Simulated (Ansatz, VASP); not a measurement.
**PbS: VASP beside Ansatz**

```
CELL_PARAMETERS angstrom
3.49369 0.00000 0.00000
0.00000 3.49369 0.00000
0.00000 0.00000 3.60174
ATOMIC_POSITIONS crystal
Pb 0.00000 0.00000 0.00000
S 0.50000 0.50000 0.50000
```

Change from the starting cell: strain -0.0300 x Voigt [1, 1, 0, 0, 0, 0], atoms carried along.

Alike in both runs: task single point; functional PBE; dispersion D3(BJ); k mesh 16 × 16 × 16; occupations gaussian, width 0.15 eV; no spin polarisation.

```csv
,VASP,Ansatz
version,VASP 6.6.1,Ansatz 0.2.0
potentials or method,"VASP PAW PBE potentials, release 64 (Pb_d, S), cutoff 520 eV","scalar-relativistic, plane waves, PAW"
valence electrons in the cell,20,20
```

VASP gave:

- gap on the k mesh at the Fermi level (eV): none
- pressure (GPa): 4.0
- traceless stress, the component that is largest in VASP (GPa): -2.04

Problem. Which values does Ansatz return?

Solution. gap on the k mesh at the Fermi level (eV): none; pressure (GPa): 4.1; traceless stress, the component that is largest in VASP (GPa): -2.04.

A gap of «none» marks a metal or a gap that the smearing closes.

Spin-orbit coupling is off throughout.
